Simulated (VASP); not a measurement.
The system is Lu.

```
Lu
1.0
     3.54920    0.00000    0.00000
    -1.77460    3.07370    0.00000
     0.00000    0.00000    5.62395
Lu
2
Direct
  0.66667 0.33333 0.75000
  0.33333 0.66667 0.25000
```

Base run:

```yaml
Program: VASP 6.6.1
Functional: PBEsol
Potentials_or_basis: VASP PAW PBE potentials, release 64 (Lu)
Cutoff: 520 eV
k_mesh: 9 × 9 × 5
Occupations: fermi-dirac, width 0.05 eV
Spin: no spin polarisation
```

Its results: band gap on the k mesh zero (bands 25 and 26 overlap by 1.35 eV); pressure -4.4 GPa.

**Question.** The run is repeated on the same cell with these changes: functional from PBEsol to LDA; further incar settings from ALGO = Fast; EDIFF = 1e-07; NBANDS = 32 to ALGO = Normal; EDIFF = 1e-06; NBANDS = 32. What comes out?

**Answer.** Band gap on the k mesh zero (bands 25 and 26 overlap by 1.35 eV); pressure -6.6 GPa.

Caveats: the cell stands under tension; the PAW data sets were made with another functional, which shifts forces and pressure a little; spin-orbit coupling is left out, which moves the levels of the heavy elements.
